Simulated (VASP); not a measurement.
# SiNi (CsCl type): single point with PBE

The system is SiNi (CsCl type).

```
Ni Si
1.0
     2.63524    0.00000    0.00000
     0.00000    2.63524    0.00000
     0.00000    0.00000    2.63524
Ni Si
1 1
Cartesian
  0.0000 0.0000 0.0000
  1.3176 1.3176 1.3176
```

```json
{
  "Program": "VASP 6.6.1",
  "Task": "single point",
  "Functional": "PBE",
  "Potentials or basis": "VASP PAW PBE potentials, release 64 (Ni, Si)",
  "Cutoff": "520 eV",
  "k mesh": "15 × 15 × 15",
  "Occupations": "fermi-dirac, width 0.1 eV",
  "Spin": "no spin polarisation",
  "Dipole correction": "no",
  "k mesh for the DOS": "23 × 23 × 23",
  "Occupations for the DOS": "tetrahedron",
  "Further INCAR settings": "ALGO = Normal; EDIFF = 1e-06; NBANDS = 14"
}
```

```json
{
 "Valence electrons inside the program's atomic spheres": "Ni 10.09; Si 1.71"
}
```

Levels at points of the mesh, in eV from the Fermi level:
| k point | band 5 | band 6 | band 7 | band 8 | band 9 | band 10 |
| --- | --- | --- | --- | --- | --- | --- |
| (0.00, 0.00, 0.00) | -3.55 | -3.55 | 2.45 | 2.45 | 2.45 | 6.57 |

Wall time 83 s on 1 thread of Intel Xeon 8259CL (shared host), peak memory 0.22 GiB.

 Spin polarisation is off, so any magnetic state and its effect on volume and gap are missing.
